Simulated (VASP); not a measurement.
# TiB2 (P6/mmm) in VASP: further runs

The runs below take TiB2 through single point, relaxation of cell and atoms, with PBE.

Everything below comes from runs of VASP 6.6.1. Logs are shortened: lines on timing, memory, paths and dates and some standing lists are left out, and cuts for length are marked.

### 1 The cell of the first run

It takes space group P6/mmm (No. 191, hexagonal). The conventional cell has a = 3.032 Å, b = 3.032 Å, c = 3.224 Å, α = 90.00°, β = 90.00°, γ = 120.00°. Ti (site symmetry 6/mmm) has 12 B at 2.38 Å and 6 Ti at 3.03 Å within 3.1 Å. B (site symmetry -6m2) has 3 B at 1.75 Å and 6 Ti at 2.38 Å within 2.4 Å.

### 2 Single point, PBE

File INCAR:

```
ALGO = Normal
EDIFF = 1E-6
ENCUT = 520
GGA = PE
ISIF = 2
ISMEAR = 0
LASPH = True
LCHARG = True
LELF = True
LREAL = False
LVHAR = True
LWAVE = False
NBANDS = 16
NELM = 80
PREC = Accurate
SIGMA = 0.1
```

File KPOINTS:

```
k-points
0
Gamma
  16 16 13
```

File POSCAR:

```
TiB2
1.0
    3.0318267406      0.0000000000      0.0000000000
   -1.5159133703      2.6256389772      0.0000000000
    0.0000000000      0.0000000000      3.2243360150
Ti B
1 2
Direct
    0.0000000000      0.0000000000      0.0000000000
    0.3333333333      0.6666666667      0.5000000000
    0.6666666667      0.3333333333      0.5000000000
```

Potentials or basis: VASP PAW PBE potentials, release 64 (Ti_sv, B).

Launch:

```sh
> cat potpaw_PBE.64/Ti_sv/POTCAR potpaw_PBE.64/B/POTCAR > POTCAR
> mpirun -np 1 vasp_std > vasp.out
```

OUTCAR:

```text
EDIFF = 1E-6
   ENCUT = 520
   GGA = PE
   ISIF = 2
   ISMEAR = 0
   LASPH = True
   LREAL = False
   NELM = 80
   PREC = Accurate

 ion  position               nearest neighbor table
   1  0.000  0.000  0.000-   2 2.38   3 2.38   2 2.38   3 2.38   2 2.38   2 2.38   3 2.38   3 2.38
                             3 2.38   3 2.38   2 2.38   2 2.38
   2  0.333  0.667  0.500-   3 1.75   3 1.75   3 1.75   1 2.38   1 2.38   1 2.38   1 2.38   1 2.38
                             1 2.38
   3  0.667  0.333  0.500-   2 1.75   2 1.75   2 1.75   1 2.38   1 2.38   1 2.38   1 2.38   1 2.38
                             1 2.38

  LATTYP: Found a hexagonal cell.
 ALAT       =     3.0318267406
 C/A-ratio  =     1.0634961331

  Lattice vectors:

 A1 = (   3.0318267406,   0.0000000000,   0.0000000000)
 A2 = (  -1.5159133703,   2.6256389772,   0.0000000000)
 A3 = (   0.0000000000,   0.0000000000,   3.2243360150)

Analysis of symmetry for initial positions (statically):
=====================================================================
 Subroutine PRICEL returns:
 Original cell was already a primitive cell.

 Routine SETGRP: Setting up the symmetry group for a
 hexagonal supercell.

 Subroutine GETGRP returns: Found 24 space group operations
 (whereof 24 operations were pure point group operations)
 out of a pool of 24 trial point group operations.

The static configuration has the point symmetry D_6h.

Analysis of symmetry for dynamics (positions and initial velocities):
=====================================================================
 Subroutine PRICEL returns:
 Original cell was already a primitive cell.

 Routine SETGRP: Setting up the symmetry group for a
 hexagonal supercell.

 Subroutine GETGRP returns: Found 24 space group operations
 (whereof 24 operations were pure point group operations)
 out of a pool of 24 trial point group operations.

The dynamic configuration has the point symmetry D_6h.

 Subroutine INISYM returns: Found 24 space group operations
 (whereof 24 operations are pure point group operations),
 and found     1 'primitive' translations

----------------------------------------------------------------------------------------

                                     Primitive cell

  volume of cell :      25.6673

[... 83 lines left out ...]
   ICHARG =      2    charge: 1-file 2-atom 10-const
   ISPIN  =      1    spin polarized calculation?
   LNONCOLLINEAR =      F non collinear calculations
   LSORBIT =      F    spin-orbit coupling
   LASPH  =      T    aspherical Exc in radial PAW
   ENCUT  =  520.0 eV  38.22 Ry    6.18 a.u.   5.64  5.64  6.00*2*pi/ulx,y,z
   NELM   =     80;   NELMIN=  2; NELMDL= -5     # of ELM steps
   EDIFF  = 0.1E-05   stopping-criterion for ELM
   LREAL  =      F    real-space projection
   EDIFFG = 0.1E-04   stopping-criterion for IOM
   NSW    =      0    number of steps for IOM
   IBRION =     -1    ionic relax: 0-MD 1-quasi-New 2-CG
   NFREE  =      0    steps in history (QN), initial steepest desc. (CG)
   ISIF   =      2    stress and relaxation
   ISYM   =      2    0-nonsym 1-usesym 2-fastsym
   POTIM  = 0.5000    time-step for ionic-motion
   TEBEG  =    0.0;   TEEND  =   0.0 temperature during run
   PSTRESS=    0.0 pullay stress
   NELECT =      18.0000    total number of electrons
   NUPDOWN=      -1.0000    fix difference up-down
   EMIN   =  10.00;   EMAX   =-10.00  energy-range for DOS
   EFERMI =   0.00;   METHOD = LEGACY
   ISMEAR =     0;   SIGMA  =   0.10  broadening in eV -4-tet -1-fermi 0-gaus
   EFERMI_NEDOS =   21; number of points for ismear=-14 and -15
   IALGO  =     38    algorithm
   IMIX   =      4    mixing-type and parameters
     AMIX     =   0.40;   BMIX     =  1.00
     AMIX_MAG =   1.60;   BMIX_MAG =  1.00
  volume/ion in A,a.u.               =       8.56        57.74
  Fermi-wavevector in a.u.,A,eV,Ry     =   1.454473  2.748556 28.783026  2.115493
  Thomas-Fermi vector in A             =   2.571620
   LORBIT       =      0    0 simple, 1 ext, 2 COOP (PROOUT), +10 PAW based schemes
   GGA     = PE    functional components
   LHFCALC =     F    Hartree Fock is set to
   AEXX    =    0.0000 exact exchange contribution
   IVDW    =     0    specifies the selected vdW correction
   LEPSILON=     F    determine dielectric tensor
   LRPA    =     F    only Hartree local field effects (RPA)
 non-spin polarized calculation
 Gauss-broadening in eV      SIGMA  =   0.10
  energy-cutoff  :      520.00
  volume of cell :       25.67
 maximum number of plane-waves:       719
 NGX is ok and might be reduce to    24
   NGX = 11   NGY = 11   NGZ = 11

 number of electron      18.0000001 magnetization

 Free energy of the ion-electron system (eV)
  ---------------------------------------------------
  ext. energy  EPLUGINS =         0.00000000
  ---------------------------------------------------
  free energy    TOTEN  =       -24.43140853 eV

  energy without entropy =      -24.43020085  energy(sigma->0) =      -24.43080469

 E-fermi :  10.0183     XC(G=0): -12.7669

 val. band max:        9.9795736123   @ k =   0.0000   0.0000   0.3846
 cond. band min:      10.0536851321   @ k =   0.0625   0.0000   0.3846
 fundamental gap:      0.0741115198
 Fermi energy:        10.0183054092

 k-point     1 :       0.0000    0.0000    0.0000
  band No.  band energies     occupation
      1     -46.9617      2.00000
      2     -23.3131      2.00000
      3     -22.9998      2.00000
      4     -22.9998      2.00000
      5      -3.5088      2.00000
      6       7.3800      2.00000
[... 433 lines left out ...]
      3     -23.2525      2.00000
      4     -23.1296      2.00000
      5      -0.9437      2.00000
      6       3.3215      2.00000
[... 8 lines left out ...]
     15      18.4817      0.00000
     16      19.6533      0.00000

 [... further k-points ...]
[... 5 lines left out ...]
  --------------------------------------------------------------------------------------
  -------------------------------------------------------------------------------------
  Total        0.0365152      0.0365152      0.0324447      0.0000000      0.0000000     -0.0000000
  in kB        2.2793187      2.2793187      2.0252336      0.0000000      0.0000000     -0.0000000
  external PRESSURE =       2.1946237 kB  Pullay stress =       0.0000000 kB

 VOLUME and BASIS-vectors are now :
 -----------------------------------------------------------------------------
  energy-cutoff  :      520.00
  volume of cell :       25.67
      direct lattice vectors                 reciprocal lattice vectors
     3.031826741  0.000000000  0.000000000     0.329834151  0.190429836  0.000000000
    -1.515913370  2.625638977  0.000000000     0.000000000  0.380859672  0.000000000
     0.000000000  0.000000000  3.224336015     0.000000000  0.000000000  0.310141373

 POSITION                                       TOTAL-FORCE (eV/Angst)
 -----------------------------------------------------------------------------------
      0.00000      0.00000      0.00000        -0.000000      0.000000      0.000000
     -0.00000      1.75043      1.61217         0.000000     -0.000000     -0.000000
      1.51591      0.87521      1.61217         0.000000     -0.000000      0.000000
 -----------------------------------------------------------------------------------
    total drift:                               -0.000000      0.000000      0.000000

  FREE ENERGIE OF THE ION-ELECTRON SYSTEM (eV)
  ---------------------------------------------------
  free  energy   TOTEN  =       -24.4314085332 eV

  energy  without entropy=      -24.4302008549  energy(sigma->0) =      -24.43080469
```

OSZICAR:

```text
N       E                     dE             d eps       ncg     rms          rms(c)
DAV:   1     0.121993037442E+03    0.12199E+03   -0.89909E+03  6728   0.129E+03
DAV:   2    -0.223833975704E+02   -0.14438E+03   -0.13924E+03  7320   0.341E+02
DAV:   3    -0.294313354126E+02   -0.70479E+01   -0.69806E+01  9768   0.732E+01
DAV:   4    -0.295790328618E+02   -0.14770E+00   -0.14762E+00  8072   0.963E+00
DAV:   5    -0.295835059394E+02   -0.44731E-02   -0.44730E-02  9840   0.137E+00    0.167E+01
DAV:   6    -0.244443754931E+02    0.51391E+01   -0.20726E+01  9728   0.484E+01    0.379E+00
DAV:   7    -0.244306846170E+02    0.13691E-01   -0.10647E+00  7176   0.117E+01    0.333E+00
DAV:   8    -0.244331537537E+02   -0.24691E-02   -0.81217E-02 11048   0.239E+00    0.790E-01
DAV:   9    -0.244318935581E+02    0.12602E-02   -0.34513E-02  8376   0.236E+00    0.261E-01
DAV:  10    -0.244313950756E+02    0.49848E-03   -0.26990E-03  8840   0.626E-01    0.617E-02
DAV:  11    -0.244314223567E+02   -0.27281E-04   -0.44982E-04  9392   0.235E-01    0.559E-02
DAV:  12    -0.244314090454E+02    0.13311E-04   -0.87487E-05  7920   0.120E-01    0.906E-03
DAV:  13    -0.244314085332E+02    0.51221E-06   -0.39279E-06  7968   0.184E-02
   1 F= -.24431409E+02 E0= -.24430805E+02  d E =-.120768E-02
```

Run time: 49 s. Hardware: 1 thread of Intel Xeon Platinum 8488C (Sapphire Rapids), shared host; peak memory 0.2 GiB.

What came out:

| Quantity | Value |
| --- | --- |
| Free energy | -24.4314 eV |
| Pressure | 0.2 GPa |
| Band gap on the k mesh | zero (bands 9 and 10 overlap by 0.48 eV) |

### 3 Single point, PBE

File INCAR:

```
  PREC = Accurate
  ENCUT = 520
  EDIFF = 1E-7
  ISMEAR = 0
  SIGMA = 0.1
  LREAL = False
  LASPH = True
  NELM = 60
  ALGO = Normal
  ISIF = 2
  LWAVE = False
  LCHARG = False
  GGA = PE
  NBANDS = 16
```

File KPOINTS:

```
regular mesh
0
Gamma
  17 17 13
```

POSCAR is that of step 2.

Potentials or basis: VASP PAW PBE potentials, release 64 (Ti_sv, B).

Launch:

```sh
> cat potpaw_PBE.64/Ti_sv/POTCAR potpaw_PBE.64/B/POTCAR > POTCAR
> mpirun -np 1 vasp_std > vasp.out
```

OUTCAR:

```text
PREC = Accurate
   ENCUT = 520
   EDIFF = 1E-7
   ISMEAR = 0
   LREAL = False
   LASPH = True
   NELM = 60
   ISIF = 2
   GGA = PE

 ion  position               nearest neighbor table
   1  0.000  0.000  0.000-   2 2.38   3 2.38   2 2.38   3 2.38   2 2.38   2 2.38   3 2.38   3 2.38
                             3 2.38   3 2.38   2 2.38   2 2.38
   2  0.333  0.667  0.500-   3 1.75   3 1.75   3 1.75   1 2.38   1 2.38   1 2.38   1 2.38   1 2.38
                             1 2.38
   3  0.667  0.333  0.500-   2 1.75   2 1.75   2 1.75   1 2.38   1 2.38   1 2.38   1 2.38   1 2.38
                             1 2.38

  LATTYP: Found a hexagonal cell.
 ALAT       =     3.0318267406
 C/A-ratio  =     1.0634961331

  Lattice vectors:

 A1 = (   3.0318267406,   0.0000000000,   0.0000000000)
 A2 = (  -1.5159133703,   2.6256389772,   0.0000000000)
 A3 = (   0.0000000000,   0.0000000000,   3.2243360150)

Analysis of symmetry for initial positions (statically):
=====================================================================
 Subroutine PRICEL returns:
 Original cell was already a primitive cell.

 Routine SETGRP: Setting up the symmetry group for a
 hexagonal supercell.
[... 166 lines left out ...]
  free energy    TOTEN  =       -24.43142120 eV

  energy without entropy =      -24.43007394  energy(sigma->0) =      -24.43074757

 E-fermi :  10.0297     XC(G=0): -12.7669

 val. band max:        9.9972455555   @ k =   0.0588   0.0588   0.3846
 cond. band min:      10.0309559535   @ k =   0.2353   0.2353   0.0000
 fundamental gap:      0.0337103980
 Fermi energy:        10.0297433005

 k-point     1 :       0.0000    0.0000    0.0000
  band No.  band energies     occupation
      1     -46.9610      2.00000
      2     -23.3126      2.00000
      3     -22.9992      2.00000
      4     -22.9992      2.00000
      5      -3.5086      2.00000
      6       7.3802      2.00000
[... 433 lines left out ...]
      3     -23.2499      2.00000
      4     -23.0864      2.00000
      5      -1.8055      2.00000
      6       4.2975      2.00000
[... 8 lines left out ...]
     15      18.2859      0.00000
     16      19.1619      0.00000

 [... further k-points ...]
[... 5 lines left out ...]
  --------------------------------------------------------------------------------------
  -------------------------------------------------------------------------------------
  Total        0.0306095      0.0306095      0.0316483      0.0000000     -0.0000000      0.0000000
  in kB        1.9106737      1.9106737      1.9755201      0.0000000     -0.0000000      0.0000000
  external PRESSURE =       1.9322892 kB  Pullay stress =       0.0000000 kB

 VOLUME and BASIS-vectors are now :
 -----------------------------------------------------------------------------
  energy-cutoff  :      520.00
  volume of cell :       25.67
      direct lattice vectors                 reciprocal lattice vectors
     3.031826741  0.000000000  0.000000000     0.329834151  0.190429836  0.000000000
    -1.515913370  2.625638977  0.000000000     0.000000000  0.380859672  0.000000000
     0.000000000  0.000000000  3.224336015     0.000000000  0.000000000  0.310141373

 POSITION                                       TOTAL-FORCE (eV/Angst)
 -----------------------------------------------------------------------------------
      0.00000      0.00000      0.00000         0.000000      0.000000     -0.000000
     -0.00000      1.75043      1.61217         0.000000     -0.000000      0.000000
      1.51591      0.87521      1.61217        -0.000000      0.000000     -0.000000
 -----------------------------------------------------------------------------------
    total drift:                               -0.000000      0.000000      0.000000

  FREE ENERGIE OF THE ION-ELECTRON SYSTEM (eV)
  ---------------------------------------------------
  free  energy   TOTEN  =       -24.4314211990 eV

  energy  without entropy=      -24.4300739391  energy(sigma->0) =      -24.43074757
```

OSZICAR:

```text
N       E                     dE             d eps       ncg     rms          rms(c)
DAV:   1     0.122269968448E+03    0.12227E+03   -0.90290E+03  7400   0.128E+03
DAV:   2    -0.223395718872E+02   -0.14461E+03   -0.13957E+03  8048   0.344E+02
DAV:   3    -0.294166465133E+02   -0.70771E+01   -0.70116E+01 10568   0.735E+01
DAV:   4    -0.295787879918E+02   -0.16214E+00   -0.16202E+00  9056   0.100E+01
DAV:   5    -0.295835136690E+02   -0.47257E-02   -0.47255E-02 10736   0.143E+00    0.167E+01
DAV:   6    -0.244444243733E+02    0.51391E+01   -0.20706E+01 10712   0.484E+01    0.379E+00
DAV:   7    -0.244307505172E+02    0.13674E-01   -0.10629E+00  7912   0.117E+01    0.333E+00
DAV:   8    -0.244332174333E+02   -0.24669E-02   -0.81470E-02 12208   0.240E+00    0.788E-01
DAV:   9    -0.244319198007E+02    0.12976E-02   -0.34768E-02  9304   0.237E+00    0.264E-01
DAV:  10    -0.244314074524E+02    0.51235E-03   -0.27013E-03  9736   0.626E-01    0.616E-02
DAV:  11    -0.244314357830E+02   -0.28331E-04   -0.46359E-04 10296   0.240E-01    0.562E-02
DAV:  12    -0.244314217786E+02    0.14004E-04   -0.90955E-05  8576   0.122E-01    0.914E-03
DAV:  13    -0.244314212134E+02    0.56521E-06   -0.39359E-06  8872   0.188E-02    0.365E-03
DAV:  14    -0.244314211990E+02    0.14430E-07   -0.45331E-07  9256   0.632E-03
   1 F= -.24431421E+02 E0= -.24430748E+02  d E =-.134726E-02
```

Run time: 52 s. Hardware: 1 thread of Intel Xeon Platinum 8488C (Sapphire Rapids), shared host; peak memory 0.21 GiB.

What came out:

```
Free energy            : -24.4314 eV
Pressure               : 0.2 GPa
Band gap on the k mesh : zero (bands 9 and 10 overlap by 0.62 eV)
```

### 4 Relaxation of cell and atoms, PBE

File INCAR:

```
PREC = Accurate
ENCUT = 600
EDIFF = 1E-6
ISMEAR = 0
SIGMA = 0.1
LREAL = F
LASPH = T
NELM = 60
ALGO = Normal
ISIF = 3
LWAVE = F
LCHARG = F
GGA = PE
IBRION = 2
NSW = 80
EDIFFG = -0.02
```

File KPOINTS:

```
Automatic mesh
0
Gamma
  16 16 13
```

POSCAR is that of step 3.

Launch:

```sh
> cat potpaw_PBE.64/Ti_sv/POTCAR potpaw_PBE.64/B/POTCAR > POTCAR
> mpirun -np 1 vasp_std > vasp.out
```

Wall time 58 s (1 thread of Intel Xeon Platinum 8488C (Sapphire Rapids), shared host); peak memory 0.22 GiB.

The run converged. Its results:

```
Free energy             : -24.4333 eV
Pressure after relaxing : 0.2 GPa
Band gap on the k mesh  : zero (bands 9 and 10 overlap by 0.48 eV)
```

Final structure:
```cif
data_structure
_symmetry_space_group_name_H-M 'P 1'
_symmetry_Int_Tables_number 1
_cell_length_a 3.0318
_cell_length_b 3.0318
_cell_length_c 3.2243
_cell_angle_alpha 90.000
_cell_angle_beta 90.000
_cell_angle_gamma 120.000
_cell_volume 25.67
loop_
_atom_site_label
_atom_site_type_symbol
_atom_site_fract_x
_atom_site_fract_y
_atom_site_fract_z
_atom_site_occupancy
Ti1 Ti 0.00000 0.00000 0.00000 1
B1 B 0.33333 0.66667 0.50000 1
B2 B 0.66667 0.33333 0.50000 1
```

Levels at points of the mesh, in eV from the Fermi level:
```tsv
k point	band 5	band 6	band 7	band 8	band 9	band 10	band 11	band 12	band 13
(0.00, 0.00, 0.00)	-13.53	-2.64	-2.64	-2.33	-2.13	1.86	1.86	3.64	3.64
(0.50, 0.00, 0.00)	-9.39	-9.26	-3.30	-3.23	-2.29	1.31	2.71	3.18	3.35
```

Caveat: the relaxation stopped at its first step, so nothing moved.

### 5 Relaxation of cell and atoms, PBE

This run uses another cell than the first one, of 8.57 Å³/atom.

File INCAR:

```
SYSTEM = TiB2
PREC     = Accurate       ! precision mode
ENCUT    = 600            ! plane-wave cutoff, eV
EDIFF    = 1E-6           ! SCF threshold, eV
ISMEAR   = 0              ! smearing method
SIGMA    = 0.1            ! smearing width, eV
LREAL    = .False.        ! projectors in reciprocal space
LASPH    = .True.         ! aspherical terms in the spheres
NELM     = 80             ! most SCF steps
ALGO     = Normal         ! electronic algorithm
ISIF     = 3              ! what is computed and relaxed
LWAVE    = .False.        ! write WAVECAR
LCHARG   = .False.        ! write CHGCAR
GGA      = PE             ! functional
IBRION   = 2              ! ionic algorithm
NSW      = 80             ! ionic steps
EDIFFG   = -0.02          ! ionic threshold
```

File KPOINTS:

```
regular mesh
0
Gamma
  17 17 13
  0 0 0
```

File POSCAR:

```
TiB2
1.0
    3.0000000000      0.0000000000      0.0000000000
   -1.5000000000      2.5980762114      0.0000000000
    0.0000000000      0.0000000000      3.3000000000
Ti B
1 2
Direct
    0.0000000000      0.0000000000      0.0000000000
    0.3333333333      0.6666666667      0.5000000000
    0.6666666667      0.3333333333      0.5000000000
```

Launch:

```sh
> cat potpaw_PBE.64/Ti_sv/POTCAR potpaw_PBE.64/B/POTCAR > POTCAR
> mpirun -np 1 vasp_std > vasp.out
```

It took 3.6 min on 1 thread of Intel Xeon Platinum 8488C (Sapphire Rapids), shared host; peak memory 0.22 GiB.

Results (log left out):

```yaml
Free_energy: -24.4333 eV
Relaxed_volume: 8.56 Å³/atom
Relaxed_cell: a = 3.032 Å, b = 3.032 Å, c = 3.225 Å, α = 90.00°, β = 90.00°, γ = 120.00°
Space_group_after_relaxing_to_0.1_Å: P6/mmm (No. 191)
Energy_gained_by_relaxing: 8.1 meV/atom
Ionic_steps: 5
Pressure_after_relaxing: 0.0 GPa
Band_gap_on_the_k_mesh: zero (bands 9 and 10 overlap by 0.62 eV)
```

Step by step:
```csv
step,energy change (eV),largest force (eV/Å),pressure (GPa),volume (Å³)
1,0.0000,0.0000,1.01,25.72
2,-0.0226,0.0000,-2.30,25.91
3,-0.0230,0.0000,-1.94,25.89
4,-0.0236,0.0000,1.50,25.53
5,-0.0244,0.0000,-0.01,25.68
```

Final structure:
```cif
data_structure
_symmetry_space_group_name_H-M 'P 1'
_symmetry_Int_Tables_number 1
_cell_length_a 3.0324
_cell_length_b 3.0324
_cell_length_c 3.2251
_cell_angle_alpha 90.000
_cell_angle_beta 90.000
_cell_angle_gamma 120.000
_cell_volume 25.68
loop_
_atom_site_label
_atom_site_type_symbol
_atom_site_fract_x
_atom_site_fract_y
_atom_site_fract_z
_atom_site_occupancy
Ti1 Ti 0.00000 0.00000 0.00000 1
B1 B 0.33333 0.66667 0.50000 1
B2 B 0.66667 0.33333 0.50000 1
```

Levels at points of the mesh, in eV from the Fermi level:
```csv
k point,band 5,band 6,band 7,band 8,band 9,band 10,band 11,band 12,band 13
"(0.00, 0.00, 0.00)",-13.53,-2.65,-2.65,-2.34,-2.14,1.85,1.85,3.62,3.62
```

### 6 Summary

```csv
task,cell,k mesh,cutoff (eV),gap on the mesh (eV),pressure (GPa)
single point,"a = 3.032, b = 3.032, c = 3.224 Å, angles 90.0, 90.0, 120.0°, 3 atoms",16 × 16 × 13,520,none,0.2
single point,"a = 3.032, b = 3.032, c = 3.224 Å, angles 90.0, 90.0, 120.0°, 3 atoms",17 × 17 × 13,520,none,0.2
relaxation of cell and atoms,"relaxed from a = 3.032, b = 3.032, c = 3.224 Å, angles 90.0, 90.0, 120.0°, 3 atoms",16 × 16 × 13,600,none,0.2
relaxation of cell and atoms,"relaxed from a = 3.000, b = 3.000, c = 3.300 Å, angles 90.0, 90.0, 120.0°, 3 atoms",17 × 17 × 13,600,none,0.0
```

Alike in all rows: level PBE; potentials or basis VASP PAW PBE potentials, release 64 (Ti_sv, B); no spin polarisation; smearing gaussian 0.1 eV.

Caveats: the relaxation stopped at its first step, so nothing moved (at least some runs).

Total energies depend on the potentials used, so only differences within one code and one set of settings carry meaning.
